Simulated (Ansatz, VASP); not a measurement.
**Si2Mo in VASP and in Ansatz**

INCAR

```
PREC = Accurate
ENCUT = 520
EDIFF = 1E-6
ISMEAR = 0
SIGMA = 0.1
LREAL = False
LASPH = True
NELM = 60
ALGO = Normal
ISIF = 2
LWAVE = False
LCHARG = False
GGA = PE
NBANDS = 31
```

File KPOINTS:

```
Automatic mesh
0
Gamma
  8 8 8
```

File POSCAR:

```
Si2Mo
1.0
   -1.7949883492      1.7949883492      6.2411301157
    1.7949883492     -1.7949883492      6.2411301157
    1.7949883492      1.7949883492     -6.2411301157
Si Mo
4 2
Direct
    0.4165000000      0.4165000000      0.0000000000
    0.1665000000      0.6665000000      0.5000000000
    0.3335000000      0.8335000000      0.5000000000
    0.5835000000      0.5835000000      0.0000000000
    0.0000000000      0.0000000000      0.0000000000
    0.7500000000      0.2500000000      0.5000000000
```

Input for Ansatz:

```yaml
crystal:
  lattice:
    - [-1.7949883492, 1.7949883492, 6.2411301157]
    - [1.7949883492, -1.7949883492, 6.2411301157]
    - [1.7949883492, 1.7949883492, -6.2411301157]
  atoms:
    - { symbol: Si, position: [0.4165, 0.4165, 0.0] }
    - { symbol: Si, position: [0.1665, 0.6665, 0.5] }
    - { symbol: Si, position: [0.3335, 0.8335, 0.5] }
    - { symbol: Si, position: [0.5835, 0.5835, 0.0] }
    - { symbol: Mo, position: [0.0, 0.0, 0.0] }
    - { symbol: Mo, position: [0.75, 0.25, 0.5] }
basis:
  ecutwfc: 420
kpoints:
  mp_grid: { grid: [8, 8, 8] }
hamiltonian:
  xc: pbe
scf:
  occupations: { method: gaussian, width: 0.1 }
  lower_state_search: "off"
output:
  forces: true
  stress: true
  eigenvalues: true
```

Alike in both runs: task single point; functional PBE; k mesh 8 × 8 × 8; occupations gaussian, width 0.1 eV; no spin polarisation.

|  | VASP | Ansatz |
| --- | --- | --- |
| version | VASP 6.6.1 | Ansatz 0.2.0 |
| potentials or method | VASP PAW PBE potentials, release 64 (Si, Mo_sv), cutoff 520 eV | scalar-relativistic, plane waves, PAW |
| valence electrons in the cell | 44 | 44 |

|  | VASP | Ansatz | Ansatz less VASP |
| --- | --- | --- | --- |
| gap on the k mesh at the Fermi level (eV) | none | none | - |
| rms of the force components (eV/Å) | 0.010 | 0.010 | +0.0001 |

Atom by atom the forces differ by 0.000 eV/Å (rms over components). A gap of «none» marks a metal or a gap that the smearing closes.
